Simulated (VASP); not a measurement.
A run of VASP 6.6.1:

INCAR

```
SYSTEM = Al4N5
ALGO = Normal
DIPOL = 0.5 0.5 0.322
EDIFF = 1E-6
ENCUT = 520
GGA = PE
GGA_COMPAT = .FALSE.
IDIPOL = 3
ISIF = 2
ISMEAR = 0
ISPIN = 2
LASPH = .TRUE.
LCHARG = .FALSE.
LDIPOL = .TRUE.
LORBIT = 11
LREAL = .FALSE.
LWAVE = .FALSE.
MAGMOM = 0 0 0 0 0 0 0 0 3
NBANDS = 32
NELM = 200
NELMDL = -8
PREC = Accurate
SIGMA = 0.05
```

File KPOINTS:

```
k-points
0
G
  9 6 1
  0 0 0
```

Contents of POSCAR:

```
Al4N5
1.0
    3.1297683445      0.0000000000      0.0000000000
    0.0000000000      5.0173032419      0.0000000000
    0.0000000000      0.0000000000     19.0620320396
Al N
4 5
Direct
    0.0000000000      0.9982714950      0.2098412169
    0.5000000000      0.4982714950      0.2572383830
    0.5000000000      0.9915197257      0.3577010219
    0.0000000000      0.4624332462      0.3868097530
    0.0000000000      0.6167285050      0.2098412169
    0.5000000000      0.1167285050      0.2572383830
    0.5000000000      0.6143669392      0.3564124135
    0.0000000000      0.1112303975      0.3967065014
    0.0000000000      0.2778970642      0.4680608076
```

Potentials or basis: VASP PAW PBE potentials, release 64 (Al, N).

Command:

```console
$ cat potpaw_PBE.64/Al/POTCAR potpaw_PBE.64/N/POTCAR > POTCAR
$ mpirun -np 1 vasp_std > vasp.out
```

Hardware: 1 thread of Oxide Virtual Turin-like Processor (shared host).

Q: Estimate the wall time of this run.

A: Run time: 20 min on 1 thread of Oxide Virtual Turin-like Processor, on a shared host, peak memory 0.59 GiB. Counts: scf iterations 32, k points 20.
